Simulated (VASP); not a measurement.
# La (P6_3/mmc) in VASP: a series of runs

La is run at these levels: LDA; tasks: single point.

All numbers are computed with VASP 6.6.1; they aren't measurements. Logs are shortened: lines on timing, memory, paths and dates and some standing lists are left out, and cuts for length are marked.

## (1) The cell of the first run

Symmetry: P6_3/mmc, No. 194, hexagonal system. The conventional cell has a = 3.672 Å, b = 3.672 Å, c = 6.068 Å, α = 90.00°, β = 90.00°, γ = 120.00°. Within 4.8 Å of La (site symmetry -6m2) lie 12 La at 3.67 to 3.70 Å.

## (2) Single point, LDA (volume scaled by 1.08)

File INCAR:

```
PREC = Accurate ; ENCUT = 520
EDIFF = 1E-6 ; ISMEAR = -1
SIGMA = 0.1 ; LREAL = False
LASPH = True ; NELM = 100
ALGO = Normal ; ISIF = 2
LWAVE = False ; LCHARG = True
LELF = True ; LVHAR = True
NBANDS = 18
```

File KPOINTS:

```
Automatic mesh
0
Gamma
  11 11 6
```

File POSCAR:

```
La
1.0
    3.6723787670      0.0000000000      0.0000000000
   -1.8361893835      3.1803733046      0.0000000000
    0.0000000000      0.0000000000      6.0679794249
La
2
Direct
    0.3333333333      0.6666666667      0.2500000000
    0.6666666667      0.3333333333      0.7500000000
```

Potentials or basis: VASP PAW LDA potentials, release 64 (La).

Command:

```
cat potpaw_LDA.64/La/POTCAR > POTCAR
mpirun -np 1 vasp_std > vasp.out
```

OUTCAR:

```text
PREC = Accurate
   ENCUT = 520
   EDIFF = 1E-6
   ISMEAR = -1
   LREAL = False
   LASPH = True
   NELM = 100
   ISIF = 2

 ion  position               nearest neighbor table
   1  0.333  0.667  0.250-
   2  0.667  0.333  0.750-

  LATTYP: Found a hexagonal cell.
 ALAT       =     3.6723787670
 C/A-ratio  =     1.6523294055

  Lattice vectors:

 A1 = (   3.6723787670,   0.0000000000,   0.0000000000)
 A2 = (  -1.8361893835,   3.1803733046,   0.0000000000)
 A3 = (   0.0000000000,   0.0000000000,   6.0679794249)

Analysis of symmetry for initial positions (statically):
=====================================================================
 Subroutine PRICEL returns:
 Original cell was already a primitive cell.

 Routine SETGRP: Setting up the symmetry group for a
 hexagonal supercell.

 Subroutine GETGRP returns: Found 24 space group operations
 (whereof 12 operations were pure point group operations)
 out of a pool of 24 trial point group operations.

The static configuration has the point symmetry D_3d.
 The point group associated with its full space group is D_6h.

Analysis of symmetry for dynamics (positions and initial velocities):
=====================================================================
 Subroutine PRICEL returns:
 Original cell was already a primitive cell.

 Routine SETGRP: Setting up the symmetry group for a
 hexagonal supercell.

 Subroutine GETGRP returns: Found 24 space group operations
 (whereof 12 operations were pure point group operations)
 out of a pool of 24 trial point group operations.

The dynamic configuration has the point symmetry D_3d.
 The point group associated with its full space group is D_6h.

 Subroutine INISYM returns: Found 24 space group operations
 (whereof 12 operations are pure point group operations),
 and found     1 'primitive' translations

----------------------------------------------------------------------------------------

                                     Primitive cell

  volume of cell :      70.8712

  direct lattice vectors                    reciprocal lattice vectors
     3.672378767  0.000000000  0.000000000     0.272303067  0.157214249  0.000000000
    -1.836189384  3.180373305  0.000000000     0.000000000  0.314428498  0.000000000
     0.000000000  0.000000000  6.067979425     0.000000000  0.000000000  0.164799504

  length of vectors
     3.672378767  3.672378767  6.067979425     0.314428498  0.314428498  0.164799504

  position of ions in fractional coordinates (direct lattice)
     0.333333333  0.666666667  0.250000000
     0.666666667  0.333333333  0.750000000

  ion indices of the primitive-cell ions
   primitive index   ion index
                 1           1
                 2           2

----------------------------------------------------------------------------------------

 KPOINTS: Automatic mesh

Automatic generation of k-mesh.
 Grid dimensions read from file:
 generate k-points for:   11   11    6

 Generating k-lattice:

  Cartesian coordinates                     Fractional coordinates (reciprocal lattice)
     0.024754824  0.014292204  0.000000000     0.090909091  0.000000000  0.000000000
     0.000000000  0.028584409  0.000000000     0.000000000  0.090909091  0.000000000
     0.000000000  0.000000000  0.027466584     0.000000000  0.000000000  0.166666667

  Length of vectors
     0.028584409  0.028584409  0.027466584

  Shift w.r.t. Gamma in fractional coordinates (k-lattice)
     0.000000000  0.000000000  0.000000000

 Subroutine IBZKPT returns following result:
 ===========================================

 Found     64 irreducible k-points:

 Following reciprocal coordinates:
            Coordinates               Weight
  0.000000  0.000000  0.000000      1.000000
  0.090909  0.000000  0.000000      6.000000
  0.181818  0.000000  0.000000      6.000000
  0.272727  0.000000  0.000000      6.000000
  0.363636  0.000000  0.000000      6.000000
  0.454545  0.000000  0.000000      6.000000
[... 16 lines left out ...]
  0.090909  0.090909  0.166667     12.000000
  0.181818  0.090909  0.166667     24.000000
 [... further k-points ...]
   k-points           NKPTS =     64   k-points in BZ     NKDIM =     64   number of bands    NBANDS=     18
   number of dos      NEDOS =    301   number of ions     NIONS =      2
   total plane-waves  NPLWV =  37632
   dimension x,y,z NGX =    28 NGY =   28 NGZ =   48
   dimension x,y,z NGXF=    56 NGYF=   56 NGZF=   96
   ions per type =               2
   NGX,Y,Z   is equivalent  to a cutoff of  12.68, 12.68, 13.15 a.u.
   NGXF,Y,Z  is equivalent  to a cutoff of  25.35, 25.35, 26.30 a.u.
 SYSTEM =  unknown system
   PREC   = accura    normal or accurate (medium, high low for compatibility)
   ISTART =      0    job   : 0-new  1-cont  2-samecut
   ICHARG =      2    charge: 1-file 2-atom 10-const
   ISPIN  =      1    spin polarized calculation?
   LNONCOLLINEAR =      F non collinear calculations
   LSORBIT =      F    spin-orbit coupling
   LASPH  =      T    aspherical Exc in radial PAW
   ENCUT  =  520.0 eV  38.22 Ry    6.18 a.u.   6.83  6.83 11.28*2*pi/ulx,y,z
   NELM   =    100;   NELMIN=  2; NELMDL= -5     # of ELM steps
   EDIFF  = 0.1E-05   stopping-criterion for ELM
   LREAL  =      F    real-space projection
   EDIFFG = 0.1E-04   stopping-criterion for IOM
   NSW    =      0    number of steps for IOM
   IBRION =     -1    ionic relax: 0-MD 1-quasi-New 2-CG
   NFREE  =      0    steps in history (QN), initial steepest desc. (CG)
   ISIF   =      2    stress and relaxation
   ISYM   =      2    0-nonsym 1-usesym 2-fastsym
   POTIM  = 0.5000    time-step for ionic-motion
   TEBEG  =    0.0;   TEEND  =   0.0 temperature during run
   PSTRESS=    0.0 pullay stress
   NELECT =      22.0000    total number of electrons
   NUPDOWN=      -1.0000    fix difference up-down
   EMIN   =  10.00;   EMAX   =-10.00  energy-range for DOS
   EFERMI =   0.00;   METHOD = LEGACY
   ISMEAR =    -1;   SIGMA  =   0.10  broadening in eV -4-tet -1-fermi 0-gaus
   EFERMI_NEDOS =   21; number of points for ismear=-14 and -15
   IALGO  =     38    algorithm
   IMIX   =      4    mixing-type and parameters
     AMIX     =   0.40;   BMIX     =  1.00
     AMIX_MAG =   1.60;   BMIX_MAG =  1.00
  volume/ion in A,a.u.               =      35.44       239.13
  Fermi-wavevector in a.u.,A,eV,Ry     =   1.108475  2.094714 16.717702  1.228716
  Thomas-Fermi vector in A             =   2.245002
   LORBIT       =      0    0 simple, 1 ext, 2 COOP (PROOUT), +10 PAW based schemes
   GGA     = CA    functional components
   LHFCALC =     F    Hartree Fock is set to
   AEXX    =    0.0000 exact exchange contribution
   IVDW    =     0    specifies the selected vdW correction
   LEPSILON=     F    determine dielectric tensor
   LRPA    =     F    only Hartree local field effects (RPA)
 non-spin polarized calculation
  energy-cutoff  :      520.00
  volume of cell :       70.87
 maximum number of plane-waves:      1922
 NGX is ok and might be reduce to    28
   NGX = 13   NGY = 13   NGZ = 23

 number of electron      22.0000000 magnetization

 Free energy of the ion-electron system (eV)
  ---------------------------------------------------
  ext. energy  EPLUGINS =         0.00000000
  ---------------------------------------------------
  free energy    TOTEN  =       -11.10385122 eV

  energy without entropy =      -10.98068502  energy(sigma->0) =      -11.04226812

 E-fermi :   8.1034     XC(G=0):  -9.9549

 val. band max:        8.0997933290   @ k =   0.0909   0.0909   0.5000
 cond. band min:       8.1164282972   @ k =   0.3636   0.0909   0.3333
 fundamental gap:      0.0166349682
 Fermi energy:         8.1033539657

 k-point     1 :       0.0000    0.0000    0.0000
  band No.  band energies     occupation
      1     -24.5732      2.00000
      2     -24.3444      2.00000
      3      -9.0452      2.00000
      4      -7.6411      2.00000
      5      -7.6411      2.00000
      6      -7.4696      2.00000
[... 10 lines left out ...]
     17       9.8229      0.00000
     18       9.8591      0.00000

 k-point     2 :       0.0909    0.0000    0.0000
  band No.  band energies     occupation
      1     -24.5565      2.00000
      2     -24.3355      2.00000
      3      -9.0052      2.00000
      4      -7.7540      2.00000
      5      -7.6749      2.00000
      6      -7.5630      2.00000
[... 10 lines left out ...]
     17       9.7928      0.00000
     18       9.8537      0.00000

 k-point     3 :       0.1818    0.0000    0.0000
  band No.  band energies     occupation
      1     -24.5104      2.00000
      2     -24.3121      2.00000
      3      -8.8912      2.00000
      4      -8.0488      2.00000
      5      -7.8541      2.00000
      6      -7.7606      2.00000
[... 10 lines left out ...]
     17       9.7439      0.00000
     18       9.8540      0.00000

 k-point     4 :       0.2727    0.0000    0.0000
  band No.  band energies     occupation
      1     -24.4464      2.00000
      2     -24.2839      2.00000
      3      -8.7206      2.00000
      4      -8.4175      2.00000
      5      -8.2043      2.00000
      6      -7.8653      2.00000
[... 375 lines left out ...]
      4      -8.7394      2.00000
      5      -8.2640      2.00000
      6      -7.9860      2.00000
[... 10 lines left out ...]
     17       9.9110      0.00000
     18       9.9495      0.00000

 k-point    23 :       0.0909    0.0909    0.1667
  band No.  band energies     occupation
      1     -24.5117      2.00000
      2     -24.3335      2.00000
      3      -8.8535      2.00000
      4      -7.9088      2.00000
      5      -7.8680      2.00000
      6      -7.7048      2.00000
[... 10 lines left out ...]
     17       9.8433      0.00000
     18       9.8858      0.00000

 k-point    24 :       0.1818    0.0909    0.1667
  band No.  band energies     occupation
      1     -24.4583      2.00000
      2     -24.3057      2.00000
      3      -8.7485      2.00000
      4      -8.2106      2.00000
      5      -8.1382      2.00000
      6      -7.8173      2.00000
[... 10 lines left out ...]
     17       9.8323      0.00000
     18       9.8839      0.00000

 [... further k-points ...]

------------------------ aborting loop because EDIFF is reached ----------------------------------------

  FORCE on cell =-STRESS in cart. coord.  units (eV):
  Direction    XX          YY          ZZ          XY          YZ          ZX
  --------------------------------------------------------------------------------------
  -------------------------------------------------------------------------------------
  Total       -0.8644632     -0.8644632     -1.0631469      0.0000000      0.0000000     -0.0000000
  in kB      -19.5428293    -19.5428293    -24.0344500      0.0000000      0.0000000     -0.0000000
  external PRESSURE =     -21.0400362 kB  Pullay stress =       0.0000000 kB

 VOLUME and BASIS-vectors are now :
 -----------------------------------------------------------------------------
  energy-cutoff  :      520.00
  volume of cell :       70.87
      direct lattice vectors                 reciprocal lattice vectors
     3.672378767  0.000000000  0.000000000     0.272303067  0.157214249  0.000000000
    -1.836189384  3.180373305  0.000000000     0.000000000  0.314428498  0.000000000
     0.000000000  0.000000000  6.067979425     0.000000000  0.000000000  0.164799504

 POSITION                                       TOTAL-FORCE (eV/Angst)
 -----------------------------------------------------------------------------------
     -0.00000      2.12025      1.51699        -0.000000     -0.000000      0.000000
      1.83619      1.06012      4.55098         0.000000      0.000000      0.000000
 -----------------------------------------------------------------------------------
    total drift:                               -0.000000      0.000000     -0.000000

  FREE ENERGIE OF THE ION-ELECTRON SYSTEM (eV)
  ---------------------------------------------------
  free  energy   TOTEN  =       -11.1038512221 eV

  energy  without entropy=      -10.9806850230  energy(sigma->0) =      -11.04226812
```

Run time: 52 s. Hardware: 1 thread of Intel Xeon Platinum 8488C (Sapphire Rapids), shared host; peak memory 0.21 GiB.

What came out:

- Free energy: -11.1039 eV
- Pressure: -2.1 GPa
- Band gap on the k mesh: zero (band 11 reaches 9.08 eV, above the bottom of band 12 at 7.63 eV)

Stress tensor (GPa, compression positive):
```
-1.95  0.00  0.00
 0.00 -1.95  0.00
 0.00  0.00 -2.40
```

Caveat: spin-orbit coupling is left out, which moves the levels of the heavy elements.

## (3) Single point, LDA (volume scaled by 1.12)

File INCAR:

```
SYSTEM = La
ALGO = Normal
EDIFF = 1E-7
ENCUT = 520
ISIF = 2
ISMEAR = -1
LASPH = .True.
LCHARG = .True.
LELF = .True.
LREAL = .False.
LVHAR = .True.
LWAVE = .False.
NBANDS = 18
NELM = 60
PREC = Accurate
SIGMA = 0.1
```

File KPOINTS:

```
k-points
0
Gamma
  11 11 6
  0 0 0
```

File POSCAR:

```
La
1.0
    3.7171682881      0.0000000000      0.0000000000
   -1.8585841440      3.2191621677      0.0000000000
    0.0000000000      0.0000000000      6.1419864677
La
2
Direct
    0.3333333333      0.6666666667      0.2500000000
    0.6666666667      0.3333333333      0.7500000000
```

Potentials or basis: VASP PAW LDA potentials, release 64 (La).

Command:

```
cat potpaw_LDA.64/La/POTCAR > POTCAR
mpirun -np 1 vasp_std > vasp.out
```

It took 61 s on 1 thread of Intel Xeon Platinum 8488C (Sapphire Rapids), shared host; peak memory 0.21 GiB.

Results (log left out):

```
Free energy            : -11.0630 eV
Pressure               : -2.9 GPa
Band gap on the k mesh : zero (band 11 reaches 8.71 eV, above the bottom of band 12 at 7.32 eV)
```

Stress tensor (GPa, compression positive):
```
-2.71  0.00  0.00
 0.00 -2.71  0.00
 0.00  0.00 -3.26
```

Levels at points of the mesh, in eV from the Fermi level:
| k point | band 8 | band 9 | band 10 | band 11 | band 12 | band 13 | band 14 | band 15 |
| --- | --- | --- | --- | --- | --- | --- | --- | --- |
| (0.00, 0.00, 0.00) | -15.67 | -3.18 | -1.75 | 0.97 | 1.36 | 1.36 | 1.39 | 1.45 |
| (0.00, 0.00, 0.50) | -15.76 | -1.88 | -1.88 | 0.56 | 0.56 | 1.38 | 1.38 | 1.44 |

Caveat: spin-orbit coupling is left out, which moves the levels of the heavy elements.
